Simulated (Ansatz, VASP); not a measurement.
# One calculation of Nb4H, two programs

The input INCAR:

```
SYSTEM = Nb4H
ALGO = Normal ; DIPOL = 0.5 0.5 0.330
EDIFF = 1E-7 ; ENCUT = 520
GGA = CA ; IDIPOL = 3
ISIF = 2 ; ISMEAR = 0
LASPH = .True. ; LCHARG = .False.
LDIPOL = .True. ; LREAL = .False.
LWAVE = .False. ; NBANDS = 34
NELM = 100 ; PREC = Accurate
SIGMA = 0.1
```

KPOINTS

```
k-points
0
Gamma
  9 7 1
  0 0 0
```

File POSCAR:

```
Nb4H
1.0
    2.9270177669      0.0000000000      0.0000000000
    0.0000000000      4.1394282232      0.0000000000
    0.0000000000      0.0000000000     21.2576690685
Nb H
4 1
Direct
    0.5000000000      0.5000000000      0.1881673850
    0.0000000000      0.0000000000      0.2570135449
    0.5000000000      0.5000000000      0.3306382692
    0.0000000000      0.0000000000      0.3884559987
    0.0000000000      0.1666666667      0.4877142943
```

Input for Ansatz:

```yaml
crystal:
  lattice:
    - [2.9270177669, 0.0, 0.0]
    - [0.0, 4.1394282232, 0.0]
    - [0.0, 0.0, 21.2576690685]
  atoms:
    - { symbol: Nb, position: [0.5, 0.5, 0.188167385] }
    - { symbol: Nb, position: [0.0, 0.0, 0.2570135449] }
    - { symbol: Nb, position: [0.5, 0.5, 0.3306382692] }
    - { symbol: Nb, position: [0.0, 0.0, 0.3884559987] }
    - { symbol: H, position: [0.0, 0.1666666667, 0.4877142943] }
basis:
  ecutwfc: 420
kpoints:
  mp_grid: { grid: [9, 7, 1] }
hamiltonian:
  xc: lda
scf:
  occupations: { method: gaussian, width: 0.1 }
output:
  forces: true
  eigenvalues: true
efield:
  axis: 3
  dipole_correction: true
  ramp_width: 0.04
```

Alike in both runs: task single point; functional LDA; k mesh 9 × 7 × 1; occupations gaussian, width 0.1 eV; no spin polarisation.

```csv
,VASP,Ansatz
version,VASP 6.6.1,Ansatz 0.2.0
potentials or method,"VASP PAW LDA potentials, release 64 (Nb_sv, H), cutoff 520 eV","scalar-relativistic, plane waves, PAW"
valence electrons in the cell,53,53
```

```csv
,VASP,Ansatz,Ansatz less VASP
gap on the k mesh at the Fermi level (eV),none,none,-
rms of the force components (eV/Å),0.871,0.871,-0.0002
```

LDA's correlation is that of Perdew and Zunger in VASP and of Perdew and Wang (1992) in Ansatz. Atom by atom the forces differ by 0.001 eV/Å (rms over components). A gap of «none» marks a metal or a gap that the smearing closes.
